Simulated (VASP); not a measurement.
# TiAl3 (I4/mmm) in VASP: a series of runs

TiAl3 is run at these levels: r2SCAN; tasks: single point.

All numbers are computed with VASP 6.6.1; they aren't measurements. Logs are shortened: lines on timing, memory, paths and dates and some standing lists are left out, and cuts for length are marked.

**1. The cell of the first run**

The structure is tetragonal, space group I4/mmm (No. 139). Conventional cell: a = 3.771 Å, b = 3.771 Å, c = 8.446 Å, α = 90.00°, β = 90.00°, γ = 90.00°. Ti (site symmetry 4/mmm) has 12 Al at 2.67 to 2.83 Å within 3.5 Å. Al (site symmetry -4m2) has 8 Al at 2.67 to 2.83 Å and 4 Ti at 2.83 Å within 3.5 Å. Al (site symmetry 4/mmm) has 4 Ti at 2.67 Å and 8 Al at 2.83 Å within 3.5 Å.

**2. Single point, r2SCAN**

File POSCAR:

```
TiAl3
1.0
   -1.8852778379      1.8852778379      4.2228148271
    1.8852778379     -1.8852778379      4.2228148271
    1.8852778379      1.8852778379     -4.2228148271
Ti Al
1 3
Direct
    0.0000000000      0.0000000000      0.0000000000
    0.2500000000      0.7500000000      0.5000000000
    0.7500000000      0.2500000000      0.5000000000
    0.5000000000      0.5000000000      0.0000000000
```

File INCAR.step1:

```
SYSTEM = TiAl3
PREC = Accurate
ENCUT = 520
ISMEAR = -1
SIGMA = 0.05
LREAL = .FALSE.
LASPH = .TRUE.
NELM = 80
NBANDS = 18
GGA = PE
ALGO = Normal
EDIFF = 1E-4
LWAVE = .TRUE.
LCHARG = .FALSE.
```

File INCAR.step2:

```
SYSTEM = TiAl3
PREC = Accurate
ENCUT = 520
EDIFF = 1E-6
ISMEAR = -1
SIGMA = 0.05
LREAL = .FALSE.
LASPH = .TRUE.
NELM = 80
ALGO = Normal
ISIF = 2
LWAVE = .FALSE.
LCHARG = .TRUE.
METAGGA = R2SCAN
LMIXTAU = .TRUE.
LELF = .TRUE.
LVHAR = .TRUE.
NBANDS = 18
ISTART = 1
```

File KPOINTS:

```
Automatic mesh
0
G
  10 10 10
  0 0 0
```

Potentials or basis: VASP PAW PBE potentials, release 64 (Ti_sv, Al).

Command:

```
$ cat potpaw_PBE.64/Ti_sv/POTCAR potpaw_PBE.64/Al/POTCAR > POTCAR
$ cp INCAR.step1 INCAR
$ mpirun -np 1 vasp_std > vasp.out
$ cp INCAR.step2 INCAR
$ mpirun -np 1 vasp_std > vasp.out
```

OUTCAR:

```text
SYSTEM = TiAl3
   PREC = Accurate
   ENCUT = 520
   EDIFF = 1E-6
   ISMEAR = -1
   LREAL = .FALSE.
   LASPH = .TRUE.
   NELM = 80
   ISIF = 2
   METAGGA = R2SCAN
   ISTART = 1

 ion  position               nearest neighbor table
   1  0.000  0.000  0.000-   4 2.67   4 2.67   4 2.67   4 2.67   3 2.83   2 2.83   3 2.83   2 2.83
                             3 2.83   3 2.83   2 2.83   2 2.83
   2  0.250  0.750  0.500-   3 2.67   3 2.67   3 2.67   3 2.67   4 2.83   1 2.83   4 2.83   4 2.83
                             1 2.83   1 2.83   4 2.83   1 2.83
   3  0.750  0.250  0.500-   2 2.67   2 2.67   2 2.67   2 2.67   4 2.83   1 2.83   4 2.83   1 2.83
                             4 2.83   4 2.83   1 2.83   1 2.83
   4  0.500  0.500  0.000-   1 2.67   1 2.67   1 2.67   1 2.67   3 2.83   2 2.83   3 2.83   3 2.83
                             2 2.83   2 2.83   3 2.83   2 2.83

  LATTYP: Found a body centered tetragonal cell.
 ALAT       =     3.7705556758
 C/A-ratio  =     2.2398899208

  Lattice vectors:

 A1 = (  -1.8852778379,   1.8852778379,   4.2228148271)
 A2 = (   1.8852778379,  -1.8852778379,   4.2228148271)
 A3 = (   1.8852778379,   1.8852778379,  -4.2228148271)

Analysis of symmetry for initial positions (statically):
=====================================================================
 Subroutine PRICEL returns:
 Original cell was already a primitive cell.

 Routine SETGRP: Setting up the symmetry group for a
 body centered tetragonal supercell.

 Subroutine GETGRP returns: Found 16 space group operations
 (whereof 16 operations were pure point group operations)
 out of a pool of 16 trial point group operations.

The static configuration has the point symmetry D_4h.

Analysis of symmetry for dynamics (positions and initial velocities):
=====================================================================
 Subroutine PRICEL returns:
 Original cell was already a primitive cell.

 Routine SETGRP: Setting up the symmetry group for a
 body centered tetragonal supercell.

 Subroutine GETGRP returns: Found 16 space group operations
 (whereof 16 operations were pure point group operations)
 out of a pool of 16 trial point group operations.

The dynamic configuration has the point symmetry D_4h.

 Subroutine INISYM returns: Found 16 space group operations
 (whereof 16 operations are pure point group operations),
 and found     1 'primitive' translations

----------------------------------------------------------------------------------------

                                     Primitive cell

  volume of cell :      60.0361

  direct lattice vectors                    reciprocal lattice vectors
    -1.885277838  1.885277838  4.222814827     0.000000000  0.265212899  0.118404434
     1.885277838 -1.885277838  4.222814827     0.265212899  0.000000000  0.118404434
     1.885277838  1.885277838 -4.222814827     0.265212899  0.265212899  0.000000000

  length of vectors
     4.994067492  4.994067492  4.994067492     0.290443612  0.290443612  0.375067678

  position of ions in fractional coordinates (direct lattice)
     0.000000000  0.000000000  0.000000000
     0.250000000  0.750000000  0.500000000
     0.750000000  0.250000000  0.500000000
     0.500000000  0.500000000  0.000000000

  ion indices of the primitive-cell ions
   primitive index   ion index
                 1           1
                 2           2
                 3           3
                 4           4

----------------------------------------------------------------------------------------

 KPOINTS: Automatic mesh

Automatic generation of k-mesh.
 Grid dimensions read from file:
 generate k-points for:   10   10   10

 Generating k-lattice:

  Cartesian coordinates                     Fractional coordinates (reciprocal lattice)
     0.000000000  0.026521290  0.011840443     0.100000000  0.000000000  0.000000000
     0.026521290  0.000000000  0.011840443     0.000000000  0.100000000  0.000000000
     0.026521290  0.026521290  0.000000000     0.000000000  0.000000000  0.100000000

  Length of vectors
     0.029044361  0.029044361  0.037506768

  Shift w.r.t. Gamma in fractional coordinates (k-lattice)
     0.000000000  0.000000000  0.000000000

 Subroutine IBZKPT returns following result:
 ===========================================

 Found    102 irreducible k-points:

 Following reciprocal coordinates:
            Coordinates               Weight
  0.000000  0.000000  0.000000      1.000000
  0.100000 -0.000000  0.000000      8.000000
  0.200000 -0.000000  0.000000      8.000000
  0.300000 -0.000000  0.000000      8.000000
  0.400000 -0.000000  0.000000      8.000000
  0.500000  0.000000  0.000000      4.000000
[... 16 lines left out ...]
  0.300000  0.300000  0.000000      8.000000
  0.400000  0.300000  0.000000     16.000000
 [... further k-points ...]
   k-points           NKPTS =    102   k-points in BZ     NKDIM =    102   number of bands    NBANDS=     18
   number of dos      NEDOS =    301   number of ions     NIONS =      4
   total plane-waves  NPLWV =  64000
   dimension x,y,z NGX =    40 NGY =   40 NGZ =   40
   dimension x,y,z NGXF=    80 NGYF=   80 NGZF=   80
   ions per type =               1   3
   NGX,Y,Z   is equivalent  to a cutoff of  13.32, 13.32, 13.32 a.u.
   NGXF,Y,Z  is equivalent  to a cutoff of  26.63, 26.63, 26.63 a.u.
 SYSTEM =  TiAl3
   PREC   = accura    normal or accurate (medium, high low for compatibility)
   ISTART =      1    job   : 0-new  1-cont  2-samecut
   ICHARG =      0    charge: 1-file 2-atom 10-const
   ISPIN  =      1    spin polarized calculation?
   LNONCOLLINEAR =      F non collinear calculations
   LSORBIT =      F    spin-orbit coupling
   LASPH  =      T    aspherical Exc in radial PAW
   ENCUT  =  520.0 eV  38.22 Ry    6.18 a.u.   9.29  9.29  9.29*2*pi/ulx,y,z
   NELM   =     80;   NELMIN=  2; NELMDL=  0     # of ELM steps
   EDIFF  = 0.1E-05   stopping-criterion for ELM
   LREAL  =      F    real-space projection
   EDIFFG = 0.1E-04   stopping-criterion for IOM
   NSW    =      0    number of steps for IOM
   IBRION =     -1    ionic relax: 0-MD 1-quasi-New 2-CG
   NFREE  =      0    steps in history (QN), initial steepest desc. (CG)
   ISIF   =      2    stress and relaxation
   ISYM   =      2    0-nonsym 1-usesym 2-fastsym
   POTIM  = 0.5000    time-step for ionic-motion
   TEBEG  =    0.0;   TEEND  =   0.0 temperature during run
   PSTRESS=    0.0 pullay stress
   NELECT =      21.0000    total number of electrons
   NUPDOWN=      -1.0000    fix difference up-down
   EMIN   =  10.00;   EMAX   =-10.00  energy-range for DOS
   EFERMI =   0.00;   METHOD = LEGACY
   ISMEAR =    -1;   SIGMA  =   0.05  broadening in eV -4-tet -1-fermi 0-gaus
   EFERMI_NEDOS =   21; number of points for ismear=-14 and -15
   IALGO  =     38    algorithm
   IMIX   =      4    mixing-type and parameters
     AMIX     =   0.40;   BMIX     =  1.00
     AMIX_MAG =   1.60;   BMIX_MAG =  1.00
  volume/ion in A,a.u.               =      15.01       101.29
  Fermi-wavevector in a.u.,A,eV,Ry     =   1.153481  2.179763 18.102794  1.330518
  Thomas-Fermi vector in A             =   2.290124
   LORBIT       =      0    0 simple, 1 ext, 2 COOP (PROOUT), +10 PAW based schemes
   METAGGA = R2SCAN    functional components
   LHFCALC =     F    Hartree Fock is set to
   AEXX    =    0.0000 exact exchange contribution
   IVDW    =     0    specifies the selected vdW correction
   LEPSILON=     F    determine dielectric tensor
   LRPA    =     F    only Hartree local field effects (RPA)
 non-spin polarized calculation
  energy-cutoff  :      520.00
  volume of cell :       60.04
 maximum number of plane-waves:      1634
 NGX is ok and might be reduce to    40
   NGX = 19   NGY = 19   NGZ = 19

 number of electron      21.0000000 magnetization

 Free energy of the ion-electron system (eV)
  ---------------------------------------------------
  ext. energy  EPLUGINS =         0.00000000
  ---------------------------------------------------
  free energy    TOTEN  =       -34.87479655 eV

  energy without entropy =      -34.86279746  energy(sigma->0) =      -34.86879701

 E-fermi :   8.7775     XC(G=0): -11.7322

 val. band max:        8.7611076676   @ k =   0.2000  -0.0000   0.0000
 cond. band min:       8.7816052781   @ k =  -0.1000   0.1000   0.0000
 fundamental gap:      0.0204976105
 Fermi energy:         8.7774594182

 k-point     1 :       0.0000    0.0000    0.0000
  band No.  band energies     occupation
      1     -49.8959      2.00000
      2     -25.1797      2.00000
      3     -25.1797      2.00000
      4     -25.1105      2.00000
      5      -2.1865      2.00000
      6       5.7704      2.00000
[... 10 lines left out ...]
     17      13.0642      0.00000
     18      13.1131      0.00000

 k-point     2 :       0.1000   -0.0000    0.0000
  band No.  band energies     occupation
      1     -49.8957      2.00000
      2     -25.1832      2.00000
      3     -25.1794      2.00000
      4     -25.1104      2.00000
      5      -2.0503      2.00000
      6       5.1669      2.00000
[... 10 lines left out ...]
     17      13.1448      0.00000
     18      13.7730      0.00000

 k-point     3 :       0.2000   -0.0000    0.0000
  band No.  band energies     occupation
      1     -49.8952      2.00000
      2     -25.1924      2.00000
      3     -25.1788      2.00000
      4     -25.1100      2.00000
      5      -1.6457      2.00000
      6       4.5319      2.00000
[... 10 lines left out ...]
     17      13.4385      0.00000
     18      15.1137      0.00000

 k-point     4 :       0.3000   -0.0000    0.0000
  band No.  band energies     occupation
      1     -49.8946      2.00000
      2     -25.2038      2.00000
      3     -25.1781      2.00000
      4     -25.1095      2.00000
      5      -0.9858      2.00000
      6       3.5583      2.00000
[... 10 lines left out ...]
     17      14.0257      0.00000
     18      14.6802      0.00000

 k-point     5 :       0.4000   -0.0000    0.0000
  band No.  band energies     occupation
      1     -49.8942      2.00000
      2     -25.2130      2.00000
      3     -25.1775      2.00000
      4     -25.1091      2.00000
      5      -0.0945      2.00000
      6       2.2881      2.00000
[... 10 lines left out ...]
     17      13.8932      0.00000
     18      15.3099      0.00000

 k-point     6 :       0.5000    0.0000    0.0000
  band No.  band energies     occupation
      1     -49.8940      2.00000
      2     -25.2165      2.00000
      3     -25.1772      2.00000
      4     -25.1089      2.00000
      5       0.8400      2.00000
      6       1.2033      2.00000
[... 10 lines left out ...]
     17      13.9720      0.00000
     18      15.3916      0.00000

 k-point     7 :       0.1000    0.1000    0.0000
  band No.  band energies     occupation
      1     -49.8955      2.00000
      2     -25.1833      2.00000
      3     -25.1827      2.00000
      4     -25.1104      2.00000
      5      -1.8707      2.00000
      6       4.5942      2.00000
[... 10 lines left out ...]
     17      13.7729      0.00000
     18      14.0181      0.00000

 k-point     8 :       0.2000    0.1000   -0.0000
  band No.  band energies     occupation
      1     -49.8950      2.00000
      2     -25.1921      2.00000
      3     -25.1823      2.00000
      4     -25.1100      2.00000
      5      -1.4264      2.00000
      6       4.1051      2.00000
[... 10 lines left out ...]
     17      14.0622      0.00000
     18      14.8786      0.00000
[... 229 lines left out ...]
     17      13.9269      0.00000
     18      15.2780      0.00000

 k-point    20 :      -0.4000    0.2000    0.0000
  band No.  band energies     occupation
      1     -49.8936      2.00000
      2     -25.2113      2.00000
      3     -25.1893      2.00000
      4     -25.1076      2.00000
      5       0.0778      2.00000
      6       3.0934      2.00000
[... 10 lines left out ...]
     17      13.1311      0.00000
     18      16.0877      0.00000

 k-point    21 :      -0.3000    0.2000   -0.0000
  band No.  band energies     occupation
      1     -49.8941      2.00000
      2     -25.2023      2.00000
      3     -25.1901      2.00000
      4     -25.1079      2.00000
      5      -0.7233      2.00000
      6       4.3687      2.00000
[... 10 lines left out ...]
     17      12.9058      0.00000
     18      15.9599      0.00000

 k-point    22 :      -0.2000    0.2000    0.0000
  band No.  band energies     occupation
      1     -49.8946      2.00000
      2     -25.1920      2.00000
      3     -25.1904      2.00000
      4     -25.1087      2.00000
      5      -1.2892      2.00000
      6       5.3499      2.00000
[... 10 lines left out ...]
     17      13.3095      0.00000
     18      15.4615      0.00000

 k-point    23 :       0.3000    0.3000    0.0000
  band No.  band energies     occupation
      1     -49.8935      2.00000
      2     -25.2015      2.00000
      3     -25.2006      2.00000
      4     -25.1080      2.00000
      5       0.4894      2.00000
      6       3.2455      2.00000
[... 10 lines left out ...]
     17      15.0025      0.00000
     18      15.5068      0.00000

 k-point    24 :       0.4000    0.3000    0.0000
  band No.  band energies     occupation
      1     -49.8931      2.00000
      2     -25.2098      2.00000
      3     -25.2000      2.00000
      4     -25.1071      2.00000
      5       1.3864      2.00000
      6       2.5919      2.00000
[... 10 lines left out ...]
     17      14.1523      0.00000
     18      15.4369      0.00000

 [... further k-points ...]
[... 5 lines left out ...]
  --------------------------------------------------------------------------------------
  -------------------------------------------------------------------------------------
  Total        1.9893445      1.9893445      1.7926757      0.0000000      0.0000000      0.0000000
  in kB       53.0893999     53.0893999     47.8409246      0.0000000      0.0000000      0.0000000
  external PRESSURE =      51.3399081 kB  Pullay stress =       0.0000000 kB

 VOLUME and BASIS-vectors are now :
 -----------------------------------------------------------------------------
  energy-cutoff  :      520.00
  volume of cell :       60.04
      direct lattice vectors                 reciprocal lattice vectors
    -1.885277838  1.885277838  4.222814827     0.000000000  0.265212899  0.118404434
     1.885277838 -1.885277838  4.222814827     0.265212899  0.000000000  0.118404434
     1.885277838  1.885277838 -4.222814827     0.265212899  0.265212899  0.000000000

 POSITION                                       TOTAL-FORCE (eV/Angst)
 -----------------------------------------------------------------------------------
      0.00000      0.00000      0.00000        -0.000000      0.000000     -0.000000
      1.88528      0.00000      2.11141         0.000000      0.000000     -0.000000
      0.00000      1.88528      2.11141        -0.000000     -0.000000      0.000000
      0.00000      0.00000      4.22281        -0.000000      0.000000     -0.000000
 -----------------------------------------------------------------------------------
    total drift:                               -0.000000     -0.000000      0.000000

  FREE ENERGIE OF THE ION-ELECTRON SYSTEM (eV)
  ---------------------------------------------------
  free  energy   TOTEN  =       -34.8747965518 eV

  energy  without entropy=      -34.8627974597  energy(sigma->0) =      -34.86879701
```

Wall time 10 min (1 thread of Intel Xeon Platinum 8124M at 3.00GHz (Skylake/Cascade Lake), shared host); peak memory 0.32 GiB.

What came out:

* Free energy: -34.8748 eV
* Pressure: 5.1 GPa
* Band gap on the k mesh: zero (an odd number of electrons rules out a gap without spin polarisation)

Stress tensor (GPa, compression positive):
```
5.31 0.00 0.00
0.00 5.31 0.00
0.00 0.00 4.78
```

Levels at points of the mesh, in eV from the Fermi level:
| k point | band 9 | band 10 | band 11 | band 12 | band 13 | band 14 |
| --- | --- | --- | --- | --- | --- | --- |
| (0.00, 0.00, 0.00) | -1.35 | -1.35 | 0.91 | 1.85 | 1.85 | 2.19 |
| (0.50, 0.00, 0.00) | -1.18 | -0.28 | 0.60 | 2.19 | 2.23 | 3.06 |
| (0.50, 0.50, 0.00) | -3.05 | -2.37 | -1.10 | 2.07 | 2.36 | 2.85 |
| (0.50, 0.50, 0.50) | -1.03 | -0.30 | 0.81 | 0.81 | 1.05 | 3.30 |

Caveat: the cell stands under pressure; the PAW data sets were made with another functional, which shifts forces and pressure a little.

**3. Single point, r2SCAN**

This run uses another cell than the first one, of 15.32 Å³/atom.

File POSCAR:

```
TiAl3
1.0
   -1.8982801649      1.8982801649      4.2519386083
    1.8982801649     -1.8982801649      4.2519386083
    1.8982801649      1.8982801649     -4.2519386083
Ti Al
1 3
Direct
    0.0000000000      0.0000000000      0.0000000000
    0.2500000000      0.7500000000      0.5000000000
    0.7500000000      0.2500000000      0.5000000000
    0.5000000000      0.5000000000      0.0000000000
```

File INCAR.step1:

```
ALGO     = Normal         # electronic algorithm
EDIFF    = 1E-4           # SCF threshold, eV
ENCUT    = 520            # plane-wave cutoff, eV
GGA      = PE             # functional
ISMEAR   = -1             # smearing method
LASPH    = T              # aspherical terms in the spheres
LCHARG   = F              # write CHGCAR
LREAL    = F              # projectors in reciprocal space
LWAVE    = T              # write WAVECAR
NBANDS   = 18             # bands
NELM     = 100            # most SCF steps
PREC     = Accurate       # precision mode
SIGMA    = 0.05           # smearing width, eV
```

File INCAR.step2:

```
ALGO     = Normal         # electronic algorithm
EDIFF    = 1E-6           # SCF threshold, eV
ENCUT    = 520            # plane-wave cutoff, eV
ISIF     = 2              # what is computed and relaxed
ISMEAR   = -1             # smearing method
ISTART   = 1            
LASPH    = T              # aspherical terms in the spheres
LCHARG   = F              # write CHGCAR
LMIXTAU  = T            
LREAL    = F              # projectors in reciprocal space
LWAVE    = F              # write WAVECAR
METAGGA  = R2SCAN         # meta-GGA
NBANDS   = 18             # bands
NELM     = 100            # most SCF steps
PREC     = Accurate       # precision mode
SIGMA    = 0.05           # smearing width, eV
```

File KPOINTS:

```
k-points
0
Gamma
  10 10 10
```

Potentials or basis: VASP PAW PBE potentials, release 64 (Ti_sv, Al).

Command:

```
$ cat potpaw_PBE.64/Ti_sv/POTCAR potpaw_PBE.64/Al/POTCAR > POTCAR
$ cp INCAR.step1 INCAR
$ mpirun -np 1 vasp_std > vasp.out
$ cp INCAR.step2 INCAR
$ mpirun -np 1 vasp_std > vasp.out
```

Run time: 11 min. Hardware: 1 thread of Intel Xeon Platinum 8124M at 3.00GHz (Skylake/Cascade Lake), shared host; peak memory 0.32 GiB.

Results (log left out):

```
Free energy            : -34.9045 eV
Pressure               : 2.4 GPa
Band gap on the k mesh : zero (an odd number of electrons rules out a gap without spin polarisation)
```

Stress tensor (GPa, compression positive):
```
2.58 0.00 0.00
0.00 2.58 0.00
0.00 0.00 2.17
```

Levels at points of the mesh, in eV from the Fermi level:
```
           k point  band 8  band 9  band 10  band 11  band 12  band 13  band 14  band 15
(0.00, 0.00, 0.00)   -1.50   -1.33    -1.33     0.89     1.81     1.81     2.19     3.02
(0.50, 0.00, 0.00)   -3.14   -1.17    -0.27     0.58     2.13     2.20     2.99     3.35
(0.50, 0.50, 0.00)   -4.18   -3.03    -2.35    -1.08     2.01     2.31     2.81     3.07
(0.50, 0.50, 0.50)   -1.04   -1.04    -0.29     0.80     0.80     1.02     3.26     5.47
```

Caveat: the PAW data sets were made with another functional, which shifts forces and pressure a little.

The gap in the log of VASP goes by the Fermi energy; the results here count the filled bands.